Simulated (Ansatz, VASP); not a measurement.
**Al: VASP beside Ansatz**

```
CELL_PARAMETERS angstrom
2.75230 0.00000 0.00000
-1.37615 2.38356 0.00000
0.00000 0.00000 8.89294
ATOMIC_POSITIONS crystal
Al 0.00000 0.00000 0.00000
Al 0.33333 0.66667 0.25000
Al 0.00000 0.00000 0.50000
Al 0.66667 0.33333 0.75000
```

Alike in both runs: task single point; functional PBE; dispersion D3(BJ); k mesh 18 × 18 × 6; occupations gaussian, width 0.15 eV; no spin polarisation.

|  | VASP | Ansatz |
| --- | --- | --- |
| version | VASP 6.6.1 | Ansatz 0.2.0 |
| potentials or method | VASP PAW PBE potentials, release 64 (Al), cutoff 520 eV | scalar-relativistic, plane waves, PAW |
| valence electrons in the cell | 12 | 12 |

```tsv
	VASP	Ansatz	Ansatz less VASP
gap on the k mesh at the Fermi level (eV)	none	none	-
pressure (GPa)	8.6	8.6	+0.03
traceless stress, the component that is largest in VASP (GPa)	1.34	1.34	0.000
```

A gap of «none» marks a metal or a gap that the smearing closes.
